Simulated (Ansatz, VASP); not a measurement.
**KSrCl3: VASP beside Ansatz**

POSCAR

```
KSrCl3
1.0
    5.6362001317      0.0000000000      0.0000000000
    0.0000000000      5.6362001317      0.0000000000
    0.0000000000      0.0000000000      5.6362001317
K Sr Cl
1 1 3
Direct
    0.0000000000      0.0000000000      0.0000000000
    0.5000000000      0.5000000000      0.5000000000
    0.5000000000      0.5000000000      0.0000000000
    0.5000000000      0.0000000000      0.5000000000
    0.0000000000      0.5000000000      0.5000000000
```

File INCAR.step1:

```
  PREC = Accurate
  ENCUT = 520
  ISMEAR = 0
  SIGMA = 0.01
  LREAL = F
  LASPH = T
  NELM = 80
  NBANDS = 28
  GGA = PE
  ALGO = Normal
  EDIFF = 1E-4
  LWAVE = T
  LCHARG = F
```

INCAR.step2

```
  PREC = Accurate
  ENCUT = 520
  EDIFF = 1E-6
  ISMEAR = 0
  SIGMA = 0.01
  LREAL = F
  LASPH = T
  NELM = 80
  ALGO = Normal
  ISIF = 2
  LWAVE = F
  LCHARG = F
  METAGGA = R2SCAN
  LMIXTAU = T
  NBANDS = 28
  ISTART = 1
```

File KPOINTS:

```
Automatic mesh
0
Gamma
  4 4 4
```

Input for Ansatz:

```yaml
crystal:
  lattice:
    - [5.6362001317, 0.0, 0.0]
    - [0.0, 5.6362001317, 0.0]
    - [0.0, 0.0, 5.6362001317]
  atoms:
    - { symbol: K, position: [0.0, 0.0, 0.0] }
    - { symbol: Sr, position: [0.5, 0.5, 0.5] }
    - { symbol: Cl, position: [0.5, 0.5, 0.0] }
    - { symbol: Cl, position: [0.5, 0.0, 0.5] }
    - { symbol: Cl, position: [0.0, 0.5, 0.5] }
kpoints:
  mp_grid: { grid: [4, 4, 4] }
hamiltonian:
  xc: r2scan
scf:
  occupations: { method: fixed }
  n_extra_bands: 5
  max_iter: 89
output:
  forces: true
  stress: true
  eigenvalues: true
basis:
  ecutrho_ratio: 12
```

Alike in both runs: task single point; functional r2SCAN; k mesh 4 × 4 × 4; no spin polarisation.

|  | VASP | Ansatz |
| --- | --- | --- |
| version | VASP 6.6.1 | Ansatz 0.2.0 |
| potentials or method | VASP PAW PBE potentials, release 64 (K_sv, Sr_sv, Cl) | plane waves |
| plane-wave cutoff (eV) | 520 | 500 |
| occupations | gaussian, width 0.01 eV | fixed |
| valence electrons in the cell | 40 | 40 |

```csv
,VASP,Ansatz,Ansatz less VASP
gap on the k mesh at the Fermi level (eV),5.19,5.19,-0.003
pressure (GPa),0.0,0.0,-0.03
```

VASP's potentials were made for PBE, not for r2SCAN.
